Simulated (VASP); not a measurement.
In, 2 atoms in the cell. It takes space group P6_3/mmc (No. 194, hexagonal). Conventional cell: a = 2.684 Å, b = 2.684 Å, c = 4.457 Å, α = 90.00°, β = 90.00°, γ = 120.00°. Within 3.5 Å of In (site symmetry -6m2) lie 12 In at 2.68 to 2.71 Å. 

| Quantity | Value |
| --- | --- |
| Program | VASP 6.6.1 |
| Task | relaxation of cell and atoms |
| Functional | PBE |
| Potentials or basis | VASP PAW PBE potentials, release 64 (In_d) |
| Cutoff | 600 eV |
| k mesh | 16 × 16 × 9 |
| Occupations | fermi-dirac, width 0.08 eV |
| Spin | no spin polarisation |
| Target pressure | 140 GPa |
| Dipole correction | no |
| Further INCAR settings | ALGO = Normal; EDIFF = 1e-06; IBRION = 2; EDIFFG = -0.005; NSW = 32; ISIF = 3 |

Potentials or basis: VASP PAW PBE potentials, release 64 (In_d).

Run with:

```console
$ cat potpaw_PBE.64/In_d/POTCAR > POTCAR
$ mpirun -np 1 vasp_std > vasp.out
```

Hardware: 1 thread of Intel(R) Xeon(R) 6975P-C (Granite Rapids) (shared host).

Problem. How long does it take, and how much memory?

Solution. Run time: 69 s on 1 thread of Intel(R) Xeon(R) 6975P-C (Granite Rapids), on a shared host, peak memory 0.21 GiB. Counts: scf iterations 33, k points 150, ion steps 6.
